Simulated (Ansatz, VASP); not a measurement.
## Two plane-wave programs on ZnCd

```
Zn Cd
1.0
     3.29651    0.00000    0.00000
     0.00000    3.29651    0.00000
     0.00000    0.00000    3.29651
Zn Cd
1 1
Cartesian
  1.6483 1.6483 1.6483
  0.0000 0.0000 0.0000
```

Alike in both runs: task relaxation of cell and atoms; functional PBEsol; k mesh 12 × 12 × 12; occupations fermi-dirac, width 0.15 eV; no spin polarisation.

|  | VASP | Ansatz |
| --- | --- | --- |
| version | VASP 6.6.1 | Ansatz 0.2.0 |
| potentials or method | VASP PAW PBE potentials, release 64 (Zn, Cd), cutoff 600 eV | scalar-relativistic, plane waves, PAW |
| valence electrons in the cell | 24 | 32 |

```tsv
	VASP	Ansatz	Ansatz less VASP
gap on the k mesh at the Fermi level, each at its own relaxed structure (eV)	none	none	-
relaxed volume (Å³/atom)	18.03	17.95	-0.081
relaxed cell length with the largest relative difference (Å)	3.304	3.299	-0.0050
```

VASP's potentials were made for PBE, not for PBEsol. A gap of «none» marks a metal or a gap that the smearing closes. VASP's potentials hold 24 valence electrons a cell and Ansatz's 32, so a difference there can come from the potentials and not from the codes.
